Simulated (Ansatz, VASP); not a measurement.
NaAu7: VASP beside Ansatz

```
Na Au
1.0
     0.00000    4.16982    4.16982
     4.16982    0.00000    4.16982
     4.16982    4.16982    0.00000
Na Au
1 7
Direct
  0.00000 0.00000 0.00000
  0.50000 0.50000 0.50000
  0.00000 0.50000 0.00000
  0.50000 0.00000 0.00000
  0.00000 0.50000 0.50000
  0.50000 0.00000 0.50000
  0.00000 0.00000 0.50000
  0.50000 0.50000 0.00000
```

Change from the starting cell: species swapped into the SbPt7 type (Fm-3m, No. 225).

Alike in both runs: functional PBE; k mesh 8 × 8 × 8; occupations gaussian, width 0.1 eV; no spin polarisation.

Ansatz relaxed the structure, and its values are those at the end. VASP's run is a single point on that final structure, the one shown.

|  | VASP | Ansatz |
| --- | --- | --- |
| version | VASP 6.6.1 | Ansatz 0.2.0 |
| potentials or method | VASP PAW PBE potentials, release 64 (Na_pv, Au), cutoff 520 eV | scalar-relativistic, plane waves, PAW |
| valence electrons in the cell | 84 | 142 |

|  | VASP | Ansatz | Ansatz less VASP |
| --- | --- | --- | --- |
| gap on the k mesh at the Fermi level (eV) | none | none | - |
| pressure (GPa) | -0.2 | 0.0 | +0.16 |

A gap of «none» marks a metal or a gap that the smearing closes. VASP's potentials hold 84 valence electrons a cell and Ansatz's 142, so a difference there can come from the potentials and not from the codes.

Neither program's run includes spin-orbit coupling.
